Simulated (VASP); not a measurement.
Set up this calculation in VASP 6.6.1, as the native input.

```yaml
Task: single point
Functional: r2SCAN
Potentials_or_basis: VASP PAW PBE potentials, release 64 (F, I, K_sv)
Cutoff: 520 eV
k_mesh: 8 × 8 × 8
Occupations: gaussian, width 0.01 eV
Spin: no spin polarisation
Dipole_correction: no
Further_INCAR_settings: ALGO = Normal; EDIFF = 1e-06; NBANDS = 24
```

The system is K2IF.

```
F I K
1.0
     2.16868    1.25209    7.30610
    -2.16868    1.25209    7.30610
     0.00000   -2.50417    7.30610
F I K
1 1 2
Direct
  0.00000 0.00000 0.00000
  0.50000 0.50000 0.50000
  0.27250 0.27250 0.27250
  0.72750 0.72750 0.72750
```

The input as run:

POSCAR

```
K2IF
1.0
    2.1686786482      1.2520872013      7.3061004310
   -2.1686786482      1.2520872013      7.3061004310
    0.0000000000     -2.5041744026      7.3061004311
F I K
1 1 2
Direct
    1.0000000000      0.0000000000      0.0000000000
    0.5000000000      0.5000000000      0.5000000000
    0.2724996286      0.2724996286      0.2724996286
    0.7275003714      0.7275003714      0.7275003714
```

INCAR.step1

```
PREC = Accurate
ENCUT = 520
ISMEAR = 0
SIGMA = 0.01
LREAL = False
LASPH = True
NELM = 60
NBANDS = 24
GGA = PE
ALGO = Normal
EDIFF = 1E-4
LWAVE = True
LCHARG = False
```

INCAR.step2

```
PREC = Accurate
ENCUT = 520
EDIFF = 1E-6
ISMEAR = 0
SIGMA = 0.01
LREAL = False
LASPH = True
NELM = 60
ALGO = Normal
ISIF = 2
LWAVE = False
LCHARG = True
METAGGA = R2SCAN
LMIXTAU = True
LELF = True
LVHAR = True
NBANDS = 24
ISTART = 1
```

KPOINTS

```
regular mesh
0
Gamma
  8 8 8
```

Potentials or basis: VASP PAW PBE potentials, release 64 (F, I, K_sv).

Launch:

```bash
$ cat potpaw_PBE.64/F/POTCAR potpaw_PBE.64/I/POTCAR potpaw_PBE.64/K_sv/POTCAR > POTCAR
$ cp INCAR.step1 INCAR
$ mpirun -np 1 vasp_std > vasp.out
$ cp INCAR.step2 INCAR
$ mpirun -np 1 vasp_std > vasp.out
```

Results of the run:

```
Pressure               : 0.0 GPa
Largest force          : 0.004 eV/Å
Band gap on the k mesh : 3.63 eV
```

Caveat: the PAW data sets were made with another functional, which shifts forces and pressure a little; spin-orbit coupling is left out, which moves the levels of the heavy elements.

It took 67 min on 1 thread of Intel Xeon 8259CL (shared host), peak memory 0.67 GiB.
